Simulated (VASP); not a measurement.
Input of a VASP 6.6.1 run:

Contents of INCAR:

```
ALGO = Normal
EDIFF = 1E-7
ENCUT = 520
GGA = PS
ISIF = 2
ISMEAR = 0
LASPH = True
LCHARG = True
LELF = True
LREAL = False
LVHAR = True
LWAVE = False
NBANDS = 16
NELM = 60
PREC = Accurate
SIGMA = 0.05
```

KPOINTS

```
k-points
0
Gamma
  9 9 6
```

The input POSCAR:

```
AlN
1.0
    3.2024000000      0.0000000000      0.0000000000
   -1.6012000000      2.7733597531      0.0000000000
    0.0000000000      0.0000000000      4.1814000000
Al N
2 2
Direct
    0.3333333333      0.6666666667      0.7500000000
    0.6666666667      0.3333333333      0.2500000000
    0.3333333333      0.6666666667      0.2500000000
    0.6666666667      0.3333333333      0.7500000000
```

Potentials or basis: VASP PAW PBE potentials, release 64 (Al, N).

Launch:

```sh
$ cat potpaw_PBE.64/Al/POTCAR potpaw_PBE.64/N/POTCAR > POTCAR
$ mpirun -np 1 vasp_std > vasp.out
```

Problem. What does it give for the band gap on the k mesh?

Solution. 3.64 eV.

Problem. What does it give for the pressure?

Solution. 14.0 GPa.

Stress tensor (GPa, compression positive):
```
18.31  0.00  0.00
 0.00 18.31  0.00
 0.00  0.00  5.31
```

Caveat: the cell stands under pressure; the PAW data sets were made with another functional, which shifts forces and pressure a little; an odd mesh through Γ misses points on the zone boundary, where band edges can lie.
